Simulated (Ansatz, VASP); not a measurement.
# Two plane-wave programs on ZnO

```
Zn O
1.0
     3.36475    0.00000    0.00000
    -1.68238    2.91396    0.00000
     0.00000    0.00000    4.97641
Zn O
2 2
Direct
  0.33333 0.66667 0.98627
  0.66667 0.33333 0.48627
  0.33333 0.66667 0.38873
  0.66667 0.33333 0.88873
```

Change from the starting cell: epitaxial_xy strain +4.0%.

Alike in both runs: task single point; functional r2SCAN; k mesh 12 × 12 × 6; no spin polarisation.

```csv
,VASP,Ansatz
version,VASP 6.6.1,Ansatz 0.2.0
potentials or method,"VASP PAW PBE potentials, release 64 (Zn, O)","plane waves, PAW"
plane-wave cutoff (eV),520,500
occupations,"gaussian, width 0.01 eV",fixed
valence electrons in the cell,36,36
```

VASP gave:

| Property | Result |
| --- | --- |
| gap on the k mesh at the Fermi level (eV) | 1.25 |
| pressure (GPa) | -4.5 |
| traceless stress, the component that is largest in VASP (GPa) | 5.27 |

Question: Estimate Ansatz's values.

Answer: gap on the k mesh at the Fermi level (eV): 1.26; pressure (GPa): -5.3; traceless stress, the component that is largest in VASP (GPa): 5.26.

VASP's potentials were made for PBE, not for r2SCAN.
